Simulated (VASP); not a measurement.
# BePd in VASP: notebook, part 2 of 3

VASP 6.6.1.

### 3 Single point, LDA

This run uses another cell than the first one, of 10.66 Å³/atom.

INCAR

```
PREC = Accurate
ENCUT = 520
EDIFF = 1E-6
ISMEAR = -1
SIGMA = 0.05
LREAL = F
LASPH = T
NELM = 100
ALGO = Normal
ISIF = 2
LWAVE = F
LCHARG = F
GGA = CA
NBANDS = 13
```

KPOINTS

```
Automatic mesh
0
Gamma
  12 12 12
```

POSCAR

```
BePd
1.0
    2.7729468582      0.0000000000      0.0000000000
    0.0000000000      2.7729468582      0.0000000000
    0.0000000000      0.0000000000      2.7729468582
Be Pd
1 1
Direct
    0.0000000000      0.0000000000      0.0000000000
    0.5000000000      0.5000000000      0.5000000000
```

Potentials or basis: VASP PAW LDA potentials, release 64 (Be, Pd).

Command:

```sh
> cat potpaw_LDA.64/Be/POTCAR potpaw_LDA.64/Pd/POTCAR > POTCAR
> mpirun -np 1 vasp_std > vasp.out
```

OUTCAR:

```text
PREC = Accurate
   ENCUT = 520
   EDIFF = 1E-6
   ISMEAR = -1
   LREAL = F
   LASPH = T
   NELM = 100
   ISIF = 2
   GGA = CA

 ion  position               nearest neighbor table
   1  0.000  0.000  0.000-   2 2.40   2 2.40   2 2.40   2 2.40   2 2.40   2 2.40   2 2.40   2 2.40

   2  0.500  0.500  0.500-   1 2.40   1 2.40   1 2.40   1 2.40   1 2.40   1 2.40   1 2.40   1 2.40

  LATTYP: Found a simple cubic cell.
 ALAT       =     2.7729468582

  Lattice vectors:

 A1 = (   2.7729468582,   0.0000000000,   0.0000000000)
 A2 = (   0.0000000000,   2.7729468582,   0.0000000000)
 A3 = (   0.0000000000,   0.0000000000,   2.7729468582)

Analysis of symmetry for initial positions (statically):
=====================================================================
 Subroutine PRICEL returns:
 Original cell was already a primitive cell.

 Routine SETGRP: Setting up the symmetry group for a
 simple cubic supercell.

 Subroutine GETGRP returns: Found 48 space group operations
 (whereof 48 operations were pure point group operations)
 out of a pool of 48 trial point group operations.

The static configuration has the point symmetry O_h .

Analysis of symmetry for dynamics (positions and initial velocities):
=====================================================================
 Subroutine PRICEL returns:
 Original cell was already a primitive cell.

 Routine SETGRP: Setting up the symmetry group for a
 simple cubic supercell.

 Subroutine GETGRP returns: Found 48 space group operations
 (whereof 48 operations were pure point group operations)
 out of a pool of 48 trial point group operations.

The dynamic configuration has the point symmetry O_h .

 Subroutine INISYM returns: Found 48 space group operations
 (whereof 48 operations are pure point group operations),
 and found     1 'primitive' translations

----------------------------------------------------------------------------------------
[... 116 lines left out ...]
  Thomas-Fermi vector in A             =   2.479043
   LORBIT       =      0    0 simple, 1 ext, 2 COOP (PROOUT), +10 PAW based schemes
   GGA     = CA    functional components
   LHFCALC =     F    Hartree Fock is set to
   AEXX    =    0.0000 exact exchange contribution
   IVDW    =     0    specifies the selected vdW correction
   LEPSILON=     F    determine dielectric tensor
   LRPA    =     F    only Hartree local field effects (RPA)
 non-spin polarized calculation
  energy-cutoff  :      520.00
  volume of cell :       21.32
 maximum number of plane-waves:       592
 NGX is ok and might be reduce to    24
   NGX = 11   NGY = 11   NGZ = 11

 number of electron      12.0000003 magnetization

 Free energy of the ion-electron system (eV)
  ---------------------------------------------------
  ext. energy  EPLUGINS =         0.00000000
  ---------------------------------------------------
  free energy    TOTEN  =       -11.95320313 eV

  energy without entropy =      -11.94510210  energy(sigma->0) =      -11.94915262

 E-fermi :  10.3628     XC(G=0): -12.8064

 val. band max:       10.3613911529   @ k =   0.5000   0.1667   0.0833
 cond. band min:      10.3643896689   @ k =   0.5000   0.0833   0.0833
 fundamental gap:      0.0029985160
 Fermi energy:        10.3628066357

 k-point     1 :       0.0000    0.0000    0.0000
  band No.  band energies     occupation
      1       0.3871      2.00000
      2       4.4152      2.00000
      3       4.4152      2.00000
      4       7.9333      2.00000
      5       7.9333      2.00000
      6       7.9333      2.00000
      7      15.7029      0.00000
      8      15.7029      0.00000
      9      15.7029      0.00000
     10      25.0818      0.00000
     11      25.0818      0.00000
     12      27.8700      0.00000
     13      34.1186      0.00000
[... 354 lines left out ...]
  band No.  band energies     occupation
      1       3.5470      2.00000
      2       4.6673      2.00000
      3       6.5916      2.00000
      4       6.7515      2.00000
      5       7.0962      2.00000
      6       7.5078      2.00000
      7      10.5325      0.06502
      8      16.6365      0.00000
      9      18.5069      0.00000
     10      19.5461      0.00000
     11      26.1278      0.00000
     12      27.6292      0.00000
     13      29.8639      0.00000

 [... further k-points ...]
[... 5 lines left out ...]
  --------------------------------------------------------------------------------------
  -------------------------------------------------------------------------------------
  Total        0.0914604      0.0914604      0.0914604      0.0000000     -0.0000000      0.0000000
  in kB        6.8725710      6.8725710      6.8725710      0.0000000     -0.0000000      0.0000000
  external PRESSURE =       6.8725710 kB  Pullay stress =       0.0000000 kB

 VOLUME and BASIS-vectors are now :
 -----------------------------------------------------------------------------
  energy-cutoff  :      520.00
  volume of cell :       21.32
      direct lattice vectors                 reciprocal lattice vectors
     2.772946858  0.000000000  0.000000000     0.360627178  0.000000000  0.000000000
     0.000000000  2.772946858  0.000000000     0.000000000  0.360627178  0.000000000
     0.000000000  0.000000000  2.772946858     0.000000000  0.000000000  0.360627178

 POSITION                                       TOTAL-FORCE (eV/Angst)
 -----------------------------------------------------------------------------------
      0.00000      0.00000      0.00000         0.000000      0.000000      0.000000
      1.38647      1.38647      1.38647         0.000000      0.000000      0.000000
 -----------------------------------------------------------------------------------
    total drift:                                0.000000     -0.000000     -0.000000

  FREE ENERGIE OF THE ION-ELECTRON SYSTEM (eV)
  ---------------------------------------------------
  free  energy   TOTEN  =       -11.9532031288 eV

  energy  without entropy=      -11.9451021045  energy(sigma->0) =      -11.94915262
```

stdout:

```text
POSCAR found type information on POSCAR BePd
 POSCAR found :  2 types and       2 ions
 scaLAPACK will be used
 LDA part: xc-table for (Slater(with rela. corr.)+CA(PZ))
 , standard interpolation
 POSCAR, INCAR and KPOINTS ok, starting setup
 FFT: planning ... GRIDC
 FFT: planning ... GRID_SOFT
 FFT: planning ... GRID
 WAVECAR not read
 entering main loop
```

Wall time 19 s (1 thread of Intel Xeon 8259CL, shared host); peak memory 0.15 GiB.

What came out:

* Free energy: -11.9532 eV
* Pressure: 0.7 GPa
* Band gap on the k mesh: zero (bands 6 and 7 overlap by 6.28 eV)

Levels at points of the mesh, in eV from the Fermi level:
```
           k point  band 4  band 5  band 6  band 7  band 8  band 9
(0.00, 0.00, 0.00)   -2.43   -2.43   -2.43    5.34    5.34    5.34
(0.50, 0.00, 0.00)   -4.10   -4.10   -2.28    0.01   10.38   10.38
(0.50, 0.50, 0.00)   -3.52   -2.02   -2.02   -1.32    5.71    6.45
(0.50, 0.50, 0.50)   -1.24   -1.24    4.96    5.68    5.68    5.68
```

### 4 Relaxation of cell and atoms, LDA

INCAR

```
PREC = Accurate
ENCUT = 600
EDIFF = 1E-6
ISMEAR = -1
SIGMA = 0.05
LREAL = F
LASPH = T
NELM = 100
ALGO = Normal
ISIF = 3
LWAVE = F
LCHARG = F
GGA = CA
IBRION = 2
NSW = 100
EDIFFG = -0.002
```

KPOINTS is that of step 3.

POSCAR

```
BePd
1.0
    2.8130000000      0.0000000000      0.0000000000
    0.0000000000      2.8130000000      0.0000000000
    0.0000000000      0.0000000000      2.8130000000
Be Pd
1 1
Direct
    0.0000000000      0.0000000000      0.0000000000
    0.5000000000      0.5000000000      0.5000000000
```

Command:

```sh
> cat potpaw_LDA.64/Be/POTCAR potpaw_LDA.64/Pd/POTCAR > POTCAR
> mpirun -np 1 vasp_std > vasp.out
```

Wall time 48 s (1 thread of Intel Xeon 8259CL, shared host); peak memory 0.16 GiB.

Results (log left out):

* Free energy: -11.9538 eV
* Relaxed volume: 10.70 Å³/atom
* Relaxed cell: a = 2.776 Å, b = 2.776 Å, c = 2.776 Å, α = 90.00°, β = 90.00°, γ = 90.00°
* Space group after relaxing (to 0.1 Å): Pm-3m (No. 221)
* Energy gained by relaxing: 10.4 meV/atom
* Ionic steps: 6
* Pressure after relaxing: 0.0 GPa
* Band gap on the k mesh: zero (bands 6 and 7 overlap by 6.27 eV)

Step by step:
```tsv
step	energy change (eV)	largest force (eV/Å)	pressure (GPa)	volume (Å³)
1	0.0000	0.0000	-7.40	22.26
2	-0.0030	0.0000	7.89	20.64
3	-0.0208	0.0000	-0.03	21.40
4	-0.0208	0.0000	0.11	21.38
5	-0.0208	0.0000	-0.07	21.40
6	-0.0208	0.0000	0.00	21.39
```

Final structure:
```
Be Pd
1.0
     2.77598    0.00000    0.00000
     0.00000    2.77598    0.00000
     0.00000    0.00000    2.77598
Be Pd
1 1
Direct
  0.00000 0.00000 0.00000
  0.50000 0.50000 0.50000
```

Levels at points of the mesh, in eV from the Fermi level:
| k point | band 3 | band 4 | band 5 | band 6 | band 7 | band 8 | band 9 | band 10 |
| --- | --- | --- | --- | --- | --- | --- | --- | --- |
| (0.00, 0.00, 0.00) | -5.92 | -2.42 | -2.42 | -2.42 | 5.34 | 5.34 | 5.34 | 14.69 |
| (0.50, 0.00, 0.00) | -4.78 | -4.09 | -4.09 | -2.27 | 0.01 | 10.35 | 10.35 | 11.50 |
| (0.50, 0.50, 0.00) | -3.51 | -3.51 | -2.01 | -2.01 | -1.32 | 5.69 | 6.43 | 8.77 |
| (0.50, 0.50, 0.50) | -6.74 | -1.24 | -1.24 | 4.95 | 5.67 | 5.67 | 5.67 | 6.94 |

LDA usually gives volumes a few per cent too small. Zero-point motion and thermal expansion aren't in these numbers.

(Part 2 of 3 ends here.)
